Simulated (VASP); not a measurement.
Runs of VASP 6.6.1 on BaS. The structure is that of space group Pm-3m (No. 221), or close to it. The cells are those of the table. 

| cell | gap on the mesh (eV) | pressure (GPa) |
| --- | --- | --- |
| a = 3.769 Å, 2 atoms | 1.33 | 4.2 |
| a = 3.958 Å, 2 atoms | (b) | -2.7 |
| a = 3.897 Å, 2 atoms | 1.49 | (a) |
| a = 3.701 Å, 2 atoms | 1.22 | 8.0 |
| a = 3.834 Å, 2 atoms | 1.42 | (c) |

Alike in all rows: task single point; level PBE; potentials or basis VASP PAW PBE potentials, release 64 (Ba_sv, S); no spin polarisation; k mesh 4 × 4 × 4; cutoff (eV) 520; smearing gaussian 0.01 eV.

Task: Estimate the missing entries.

Result: (a) -0.9; (b) 1.55; (c) 1.3.

Caveats: some runs use coarse meshes; spin-orbit coupling is left out, which moves the levels of the heavy elements.

A k mesh can miss the band edges, and the runs leave out spin-orbit coupling on Ba.
